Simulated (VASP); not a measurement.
Set up this calculation in VASP 6.6.1, as the native input.

```
Task                   : single point
Functional             : PBEsol
Potentials or basis    : VASP PAW PBE potentials, release 64 (Si, O)
Cutoff                 : 520 eV
k mesh                 : 6 × 6 × 6
Occupations            : gaussian, width 0.01 eV
Spin                   : no spin polarisation
Dipole correction      : no
Further INCAR settings : ALGO = Normal; EDIFF = 1e-06; NBANDS = 25
```

The structure of SiO2 lies in POSCAR:

```
SiO2
1.0
   -2.4052910826      2.4052910826      3.7932688079
    2.4052910826     -2.4052910826      3.7932688079
    2.4052910826      2.4052910826     -3.7932688079
Si O
2 4
Direct
    0.0000000000      0.0000000000      0.0000000000
    0.7500000000      0.2500000000      0.5000000000
    0.9983800000      0.6250000000      0.8733800000
    0.3750000000      0.2483800000      0.3733800000
    0.7516200000      0.1250000000      0.1266200000
    0.8750000000      0.0016200000      0.6266200000
```

These files were run (other wordings do the same):

INCAR

```
PREC     = Accurate       # precision mode
ENCUT    = 520            # plane-wave cutoff, eV
EDIFF    = 1E-6           # SCF threshold, eV
ISMEAR   = 0              # smearing method
SIGMA    = 0.01           # smearing width, eV
LREAL    = False          # projectors in reciprocal space
LASPH    = True           # aspherical terms in the spheres
NELM     = 80             # most SCF steps
ALGO     = Normal         # electronic algorithm
ISIF     = 2              # what is computed and relaxed
LWAVE    = False          # write WAVECAR
LCHARG   = False          # write CHGCAR
GGA      = PS             # functional
NBANDS   = 25             # bands
```

KPOINTS

```
Automatic mesh
0
Gamma
  6 6 6
```

Potentials or basis: VASP PAW PBE potentials, release 64 (Si, O).

Command:

```console
$ cat potpaw_PBE.64/Si/POTCAR potpaw_PBE.64/O/POTCAR > POTCAR
$ mpirun -np 1 vasp_std > vasp.out
```

Results of the run:

The pressure is -4.6 GPa. The largest force is 0.453 eV/Å. The band gap on the k mesh is 5.70 eV, direct.

Caveat: the PAW data sets were made with another functional, which shifts forces and pressure a little.

Run time: 43 s on 1 thread of Intel(R) Xeon(R) 6975P-C (Granite Rapids), with other jobs on the host, peak memory 0.24 GiB.
